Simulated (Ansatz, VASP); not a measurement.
## LiH: VASP beside Ansatz

INCAR

```
PREC = Accurate
ENCUT = 520
EDIFF = 1E-8
ISMEAR = -1
SIGMA = 0.08
LREAL = False
LASPH = True
NELM = 60
ALGO = Normal
ISIF = 2
LWAVE = False
LCHARG = False
GGA = PE
LEFG = True
NBANDS = 9
```

File KPOINTS:

```
Automatic mesh
0
Gamma
  14 14 14
```

File POSCAR:

```
LiH
1.0
    0.0000000000      2.0233302752      2.0233302752
    2.0233302752      0.0000000000      2.0233302752
    2.0233302752      2.0233302752      0.0000000000
Li H
1 1
Direct
    0.0000000000      0.0000000000      0.0000000000
    0.5000000000      0.5000000000      0.5000000000
```

Input for Ansatz:

```yaml
crystal:
  lattice:
    - [0.0, 2.0233302752, 2.0233302752]
    - [2.0233302752, 0.0, 2.0233302752]
    - [2.0233302752, 2.0233302752, 0.0]
  atoms:
    - { symbol: Li, position: [0.0, 0.0, 0.0] }
    - { symbol: H, position: [0.5, 0.5, 0.5] }
kpoints:
  mp_grid: { grid: [14, 14, 14] }
scf:
  occupations: { method: fermi_dirac, width: 0.08 }
hamiltonian:
  xc: pbe
  pseudopotentials: { kind: paw }
output:
  forces: true
  stress: true
  eigenvalues: true
  efg: { contact_densities: true }
```

Change from the starting cell: volume scaled by 1.03, PAW files.

Alike in both runs: task electric field gradients; functional PBE; k mesh 14 × 14 × 14; occupations fermi-dirac, width 0.08 eV; no spin polarisation.

|  | VASP | Ansatz |
| --- | --- | --- |
| version | VASP 6.6.1 | Ansatz 0.2.0 |
| potentials or method | VASP PAW PBE potentials, release 64 (Li_sv, H) | PAW with Ansatz's default frozen-core files, scalar-relativistic |
| plane-wave cutoff (eV) | 520 | 420 |
| valence electrons in the cell | 4 | 4 |

```tsv
	VASP	Ansatz	Ansatz less VASP
gap on the k mesh at the Fermi level (eV)	3.00	3.01	+0.007
```

Noted on VASP's run: the cutoff is short for stress, so the pressure is rough.
